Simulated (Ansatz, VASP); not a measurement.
# Two plane-wave programs on Al2O

```
CELL_PARAMETERS angstrom
3.41222 0.00000 0.00000
0.00000 3.41222 0.00000
0.00000 0.00000 9.32608
ATOMIC_POSITIONS crystal
Al 0.00000 0.00000 0.25000
Al 0.00000 0.00000 0.75000
Al 0.00000 0.50000 0.50000
Al 0.50000 0.00000 0.00000
O 0.50000 0.50000 0.00000
O 0.50000 0.50000 0.50000
```

Alike in both runs: task relaxation of cell and atoms; functional PBE; k mesh 6 × 6 × 2; occupations gaussian, width 0.1 eV; no spin polarisation.

|  | VASP | Ansatz |
| --- | --- | --- |
| version | VASP 6.6.1 | Ansatz 0.2.0 |
| potentials or method | VASP PAW PBE potentials, release 64 (Al, O), cutoff 600 eV | scalar-relativistic, plane waves, PAW |
| valence electrons in the cell | 24 | 24 |

```csv
,VASP,Ansatz,Ansatz less VASP
"gap on the k mesh at the Fermi level, each at its own relaxed structure (eV)",none,none,-
relaxed volume (Å³/atom),18.10,18.10,0.000
relaxed cell length with the largest relative difference (Å),3.412,3.412,0.0000
```

A gap of «none» marks a metal or a gap that the smearing closes.

Noted on VASP's run: the relaxation stopped at its first step, so nothing moved.
